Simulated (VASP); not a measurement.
# Al2GaP3 (P6_3mc) in VASP: a series of runs, part 2 of 2

VASP 6.6.1. The steps go on from the part before.

### 4 Relaxation of cell and atoms, PBE

Contents of INCAR:

```
ALGO = Normal
EDIFF = 1E-7
EDIFFG = -0.04
ENCUT = 600
GGA = PE
IBRION = 2
ISIF = 3
ISMEAR = 0
LASPH = True
LCHARG = False
LREAL = False
LWAVE = False
NELM = 60
NSW = 90
PREC = Accurate
SIGMA = 0.1
```

Contents of KPOINTS:

```
k-points
0
Gamma
  6 6 1
```

Contents of POSCAR:

```
Al2GaP3
1.0
    3.7214046500      0.0000000000      0.0000000000
   -1.8607023300      3.2228309700      0.0000000000
    0.0000000000      0.0000000000     18.3247166700
Al Ga P
4 2 6
Direct
    0.3333333300      0.6666666700      0.0000230000
    0.3333333300      0.6666666700      0.6666896700
    0.6666666700      0.3333333300      0.1666896700
    0.6666666700      0.3333333300      0.5000230000
    0.3333333300      0.6666666700      0.3333563300
    0.6666666700      0.3333333300      0.8333563300
    0.3333333300      0.6666666700      0.1249770000
    0.3333333300      0.6666666700      0.4583103400
    0.3333333300      0.6666666700      0.7916436700
    0.6666666700      0.3333333300      0.2916436700
    0.6666666700      0.3333333300      0.6249770000
    0.6666666700      0.3333333300      0.9583103400
```

Potentials or basis: VASP PAW PBE potentials, release 64 (Al, Ga_d, P).

Command:

```
$ cat potpaw_PBE.64/Al/POTCAR potpaw_PBE.64/Ga_d/POTCAR potpaw_PBE.64/P/POTCAR > POTCAR
$ mpirun -np 1 vasp_std > vasp.out
```

OUTCAR:

```text
EDIFF = 1E-7
   EDIFFG = -0.04
   ENCUT = 600
   GGA = PE
   IBRION = 2
   ISIF = 3
   ISMEAR = 0
   LASPH = True
   LREAL = False
   NELM = 60
   NSW = 90
   PREC = Accurate

 ion  position               nearest neighbor table
   1  0.333  0.667  0.000-  12 2.28  12 2.28  12 2.28   7 2.29
   2  0.333  0.667  0.667-  11 2.28  11 2.28  11 2.28   9 2.29
   3  0.667  0.333  0.167-   7 2.28   7 2.28   7 2.28  10 2.29
   4  0.667  0.333  0.500-   8 2.28   8 2.28   8 2.28  11 2.29
   5  0.333  0.667  0.333-  10 2.28  10 2.28  10 2.28   8 2.29
   6  0.667  0.333  0.833-   9 2.28   9 2.28   9 2.28  12 2.29
   7  0.333  0.667  0.125-   3 2.28   3 2.28   3 2.28   1 2.29
   8  0.333  0.667  0.458-   4 2.28   4 2.28   4 2.28   5 2.29
   9  0.333  0.667  0.792-   6 2.28   6 2.28   6 2.28   2 2.29
  10  0.667  0.333  0.292-   5 2.28   5 2.28   5 2.28   3 2.29
  11  0.667  0.333  0.625-   2 2.28   2 2.28   2 2.28   4 2.29
  12  0.667  0.333  0.958-   1 2.28   1 2.28   1 2.28   6 2.29

  LATTYP: Found a hexagonal cell.
 ALAT       =     3.7214046500
 C/A-ratio  =     4.9241397788

  Lattice vectors:

 A1 = (   3.7214046500,   0.0000000000,   0.0000000000)
 A2 = (  -1.8607023300,   3.2228309700,   0.0000000000)
 A3 = (   0.0000000000,   0.0000000000,  18.3247166700)

Analysis of symmetry for initial positions (statically):
=====================================================================
 Subroutine PRICEL returns:
 Original cell was already a primitive cell.

 Routine SETGRP: Setting up the symmetry group for a
 hexagonal supercell.

 Subroutine GETGRP returns: Found 12 space group operations
 (whereof  6 operations were pure point group operations)
 out of a pool of 24 trial point group operations.

The static configuration has the point symmetry C_3v.
 The point group associated with its full space group is C_6v.

Analysis of symmetry for dynamics (positions and initial velocities):
=====================================================================
 Subroutine PRICEL returns:
 Original cell was already a primitive cell.

 Routine SETGRP: Setting up the symmetry group for a
 hexagonal supercell.

[... 118 lines left out ...]
   NELECT =      68.0000    total number of electrons
   NUPDOWN=      -1.0000    fix difference up-down
   EMIN   =  10.00;   EMAX   =-10.00  energy-range for DOS
   EFERMI =   0.00;   METHOD = LEGACY
   ISMEAR =     0;   SIGMA  =   0.10  broadening in eV -4-tet -1-fermi 0-gaus
   EFERMI_NEDOS =   21; number of points for ismear=-14 and -15
   IALGO  =     38    algorithm
   IMIX   =      4    mixing-type and parameters
     AMIX     =   0.40;   BMIX     =  1.00
     AMIX_MAG =   1.60;   BMIX_MAG =  1.00
  volume/ion in A,a.u.               =      18.31       123.59
  Fermi-wavevector in a.u.,A,eV,Ry     =   1.107262  2.092423 16.681153  1.226030
  Thomas-Fermi vector in A             =   2.243774
   LORBIT       =      0    0 simple, 1 ext, 2 COOP (PROOUT), +10 PAW based schemes
   GGA     = PE    functional components
   LHFCALC =     F    Hartree Fock is set to
   AEXX    =    0.0000 exact exchange contribution
   IVDW    =     0    specifies the selected vdW correction
   LEPSILON=     F    determine dielectric tensor
   LRPA    =     F    only Hartree local field effects (RPA)
 conjugate gradient relaxation of ions
 non-spin polarized calculation
 Gauss-broadening in eV      SIGMA  =   0.10
  energy-cutoff  :      600.00
  volume of cell :      219.78
 maximum number of plane-waves:      7371
 NGX is ok and might be reduce to    30
   NGX = 15   NGY = 15   NGZ = 73

--------------------------------------- Ionic step        1  -------------------------------------------

 number of electron      68.0000006 magnetization

 Free energy of the ion-electron system (eV)
  ---------------------------------------------------
  ext. energy  EPLUGINS =         0.00000000
  ---------------------------------------------------
  free energy    TOTEN  =       -58.43328942 eV

  energy without entropy =      -58.43328942  energy(sigma->0) =      -58.43328942

------------------------ aborting loop because EDIFF is reached ----------------------------------------

  FORCE on cell =-STRESS in cart. coord.  units (eV):
  Direction    XX          YY          ZZ          XY          YZ          ZX
  --------------------------------------------------------------------------------------
  -------------------------------------------------------------------------------------
  Total       18.9166238     18.9166239     19.4399805     -0.0000000      0.0000000      0.0000000
  in kB      137.9026201    137.9026205    141.7179022     -0.0000002      0.0000000      0.0000000
  external PRESSURE =     139.1743809 kB  Pullay stress =       0.0000000 kB
[... 171 lines left out ...]
--------------------------------------- Ionic step        5  -------------------------------------------

 number of electron      68.0000016 magnetization

 Free energy of the ion-electron system (eV)
  ---------------------------------------------------
  ext. energy  EPLUGINS =         0.00000000
  ---------------------------------------------------
  free energy    TOTEN  =       -59.62515886 eV

  energy without entropy =      -59.62515886  energy(sigma->0) =      -59.62515886

 E-fermi :   4.9260     XC(G=0):  -9.3038

 val. band max:        4.4897140422   @ k =   0.0000   0.0000   0.0000
 cond. band min:       6.0101137057   @ k =   0.5000   0.0000   0.0000
 fundamental gap:      1.5203996635
 Fermi energy:         4.9260022492

 k-point     1 :       0.0000    0.0000    0.0000
  band No.  band energies     occupation
      1      -9.8986      2.00000
      2      -9.8986      2.00000
      3      -9.8514      2.00000
      4      -9.8514      2.00000
      5      -9.8514      2.00000
      6      -9.8514      2.00000
[... 336 lines left out ...]
  FREE ENERGIE OF THE ION-ELECTRON SYSTEM (eV)
  ---------------------------------------------------
  free  energy   TOTEN  =       -59.6251588556 eV

  energy  without entropy=      -59.6251588556  energy(sigma->0) =      -59.62515886

 reached required accuracy - stopping structural energy minimisation
```

CONTCAR:

```text
Al2GaP3
   1.00000000000000
     3.8827479155221281   -0.0000000002507001    0.0000000000000000
    -1.9413739631949538    3.3625583374921209   -0.0000000000000000
    -0.0000000000000000    0.0000000000000000   19.1484835003570524
  Al              Ga              P
     4     2     6
Direct
     0.3333333300000021    0.6666666699999979    0.9999678389845564
     0.3333333300000021    0.6666666699999979    0.6666405267153307
     0.6666666699999979    0.3333333300000021    0.1666405267153307
     0.6666666699999979    0.3333333300000021    0.4999678389845564
     0.3333333300000021    0.6666666699999979    0.3335587758819687
     0.6666666699999979    0.3333333300000021    0.8335587758819687
     0.3333333300000021    0.6666666699999979    0.1249557506005595
     0.3333333300000021    0.6666666699999979    0.4584456598709420
     0.3333333300000021    0.6666666699999979    0.7914314579466365
     0.6666666699999979    0.3333333300000021    0.2914314579466364
     0.6666666699999979    0.3333333300000021    0.6249557506005594
     0.6666666699999979    0.3333333300000021    0.9584456598709421

  0.00000000E+00  0.00000000E+00  0.00000000E+00
  0.00000000E+00  0.00000000E+00  0.00000000E+00
  0.00000000E+00  0.00000000E+00  0.00000000E+00
  0.00000000E+00  0.00000000E+00  0.00000000E+00
  0.00000000E+00  0.00000000E+00  0.00000000E+00
  0.00000000E+00  0.00000000E+00  0.00000000E+00
  0.00000000E+00  0.00000000E+00  0.00000000E+00
  0.00000000E+00  0.00000000E+00  0.00000000E+00
  0.00000000E+00  0.00000000E+00  0.00000000E+00
  0.00000000E+00  0.00000000E+00  0.00000000E+00
  0.00000000E+00  0.00000000E+00  0.00000000E+00
  0.00000000E+00  0.00000000E+00  0.00000000E+00
```

It took 3.9 min on 1 thread of AMD EPYC 9R45 (Zen 5), shared host; peak memory 0.39 GiB.

What came out:

```
Free energy                           : -59.6252 eV
Relaxed volume                        : 20.83 Å³/atom
Relaxed cell                          : a = 3.883 Å, b = 3.883 Å, c = 19.148 Å, α = 90.00°, β = 90.00°, γ = 120.00°
Space group after relaxing (to 0.1 Å) : P6_3mc (No. 186)
Energy gained by relaxing             : 99.3 meV/atom
Ionic steps                           : 5
Pressure after relaxing               : 0.2 GPa
Largest force after relaxing          : 0.027 eV/Å
Band gap on the k mesh                : 1.52 eV (least direct gap 1.85 eV)
```

Forces on the atoms (eV/Å):
```
Al   0.000  0.000  0.005
Al   0.000  0.000 -0.020
Al   0.000  0.000 -0.020
Al   0.000  0.000  0.005
Ga   0.000  0.000  0.021
Ga   0.000  0.000  0.021
P    0.000  0.000 -0.012
P    0.000  0.000  0.027
P    0.000  0.000 -0.021
P    0.000  0.000 -0.021
P    0.000  0.000 -0.012
P    0.000  0.000  0.027
```

The path:
| step | energy change (eV) | largest force (eV/Å) | pressure (GPa) | volume (Å³) |
| --- | --- | --- | --- | --- |
| 1 | 0.0000 | 0.0880 | 13.92 | 219.78 |
| 2 | -0.7042 | 0.1188 | -6.03 | 274.36 |
| 3 | -1.1915 | 0.0680 | -0.04 | 250.63 |
| 4 | -1.1913 | 0.0664 | 0.17 | 249.99 |
| 5 | -1.1919 | 0.0267 | 0.16 | 250.00 |

Final structure:
```cif
data_structure
_symmetry_space_group_name_H-M 'P 1'
_symmetry_Int_Tables_number 1
_cell_length_a 3.8827
_cell_length_b 3.8827
_cell_length_c 19.1485
_cell_angle_alpha 90.000
_cell_angle_beta 90.000
_cell_angle_gamma 120.000
_cell_volume 250.00
loop_
_atom_site_label
_atom_site_type_symbol
_atom_site_fract_x
_atom_site_fract_y
_atom_site_fract_z
_atom_site_occupancy
Al1 Al 0.33333 0.66667 0.99997 1
Al2 Al 0.33333 0.66667 0.66664 1
Al3 Al 0.66667 0.33333 0.16664 1
Al4 Al 0.66667 0.33333 0.49997 1
Ga1 Ga 0.33333 0.66667 0.33356 1
Ga2 Ga 0.66667 0.33333 0.83356 1
P1 P 0.33333 0.66667 0.12496 1
P2 P 0.33333 0.66667 0.45845 1
P3 P 0.33333 0.66667 0.79143 1
P4 P 0.66667 0.33333 0.29143 1
P5 P 0.66667 0.33333 0.62496 1
P6 P 0.66667 0.33333 0.95845 1
```

Levels at points of the mesh, in eV from the valence-band top:
```csv
k point,band 30,band 31,band 32,band 33,band 34,band 35,band 36,band 37,band 38,band 39
"(0.00, 0.00, 0.00)",-0.19,-0.19,-0.16,0.00,0.00,1.85,1.87,2.56,2.88,3.11
"(0.50, 0.00, 0.00)",-1.56,-1.48,-1.45,-1.37,-0.97,1.52,1.90,2.05,2.15,2.19
```

Caveat: an odd mesh through Γ misses points on the zone boundary, where band edges can lie.

### 5 Single point, PBE

This run uses another cell than the first one, of 20.88 Å³/atom.

Contents of INCAR:

```
SYSTEM = Al2GaP3
PREC = Accurate
ENCUT = 520
EDIFF = 1E-6
ISMEAR = 0
SIGMA = 0.02
LREAL = .FALSE.
LASPH = .TRUE.
NELM = 60
ALGO = Normal
ISIF = 2
LWAVE = .FALSE.
LCHARG = .FALSE.
GGA = PE
NBANDS = 46
```

Contents of KPOINTS:

```
regular mesh
0
G
  12 12 2
  0 0 0
```

Contents of POSCAR:

```
Al2GaP3
1.0
    3.8858801584      0.0000000000      0.0000000000
   -1.9429400792      3.3652709332      0.0000000000
    0.0000000000      0.0000000000     19.1645583383
Al Ga P
4 2 6
Direct
    0.3333333333      0.6666666667      0.0000212055
    0.3333333333      0.6666666667      0.6664897868
    0.6666666667      0.3333333333      0.1664897868
    0.6666666667      0.3333333333      0.5000212055
    0.3333333333      0.6666666667      0.3336653397
    0.6666666667      0.3333333333      0.8336653397
    0.3333333333      0.6666666667      0.1248738201
    0.3333333333      0.6666666667      0.4586164013
    0.3333333333      0.6666666667      0.7913334566
    0.6666666667      0.3333333333      0.2913334566
    0.6666666667      0.3333333333      0.6248738201
    0.6666666667      0.3333333333      0.9586164013
```

Command:

```
$ cat potpaw_PBE.64/Al/POTCAR potpaw_PBE.64/Ga_d/POTCAR potpaw_PBE.64/P/POTCAR > POTCAR
$ mpirun -np 1 vasp_std > vasp.out
```

Wall time 5.4 min (1 thread of AMD EPYC 9R45 (Zen 5), shared host); peak memory 0.53 GiB.

Results (log left out):

- Free energy: -59.6794 eV
- Pressure: -0.1 GPa
- Largest force: 0.005 eV/Å
- Band gap on the k mesh: 1.52 eV (least direct gap 1.85 eV)

Forces in eV/Å, atoms in the order of the input:
```
Al   0.000  0.000  0.000
Al   0.000  0.000 -0.001
Al   0.000  0.000 -0.001
Al   0.000  0.000  0.000
Ga   0.000  0.000  0.000
Ga   0.000  0.000  0.000
P    0.000  0.000  0.000
P    0.000  0.000  0.005
P    0.000  0.000 -0.004
P    0.000  0.000 -0.004
P    0.000  0.000  0.000
P    0.000  0.000  0.005
```

Levels at points of the mesh, in eV from the valence-band top:
| k point | band 30 | band 31 | band 32 | band 33 | band 34 | band 35 | band 36 | band 37 | band 38 | band 39 |
| --- | --- | --- | --- | --- | --- | --- | --- | --- | --- | --- |
| (0.00, 0.00, 0.00) | -0.19 | -0.19 | -0.17 | 0.00 | 0.00 | 1.85 | 1.86 | 2.54 | 2.86 | 3.10 |
| (0.50, 0.00, 0.00) | -1.56 | -1.47 | -1.45 | -1.36 | -0.97 | 1.52 | 1.89 | 2.06 | 2.14 | 2.19 |
| (0.00, 0.00, 0.50) | -0.60 | -0.07 | -0.07 | -0.07 | -0.07 | 1.89 | 1.89 | 2.76 | 2.76 | 3.33 |
| (0.50, 0.00, 0.50) | -1.80 | -1.76 | -1.76 | -1.10 | -1.10 | 1.78 | 1.78 | 2.08 | 2.08 | 2.63 |

### 6 The runs side by side

```tsv
task	cell	k mesh	cutoff (eV)	smearing	gap on the mesh (eV)	pressure (GPa)	largest force (eV/Å)
single point	a = 3.721, b = 3.721, c = 18.325 Å, angles 90.0, 90.0, 120.0°, 12 atoms, atomic positions A	6 × 6 × 1	520	gaussian 0.1 eV	1.44	13.9	0.09
single point	a = 3.884, b = 3.884, c = 19.172 Å, angles 90.0, 90.0, 120.0°, 12 atoms, atomic positions B	6 × 6 × 1	520	gaussian 0.1 eV	1.51	0.0	0.01
relaxation of cell and atoms	relaxed from a = 3.721, b = 3.721, c = 18.325 Å, angles 90.0, 90.0, 120.0°, 12 atoms, atomic positions A	6 × 6 × 1	600	gaussian 0.1 eV	1.52	0.2	0.03
single point	a = 3.886, b = 3.886, c = 19.165 Å, angles 90.0, 90.0, 120.0°, 12 atoms, atomic positions A	12 × 12 × 2	520	gaussian 0.02 eV	1.52	-0.1	0.01
```

Alike in all rows: level PBE; potentials or basis VASP PAW PBE potentials, release 64 (Al, Ga_d, P); no spin polarisation.

Caveats: an odd mesh through Γ misses points on the zone boundary, where band edges can lie (at least some runs); the cell stands under pressure (at least some runs).

Total energies depend on the potentials used, so only differences within one code and one set of settings carry meaning.
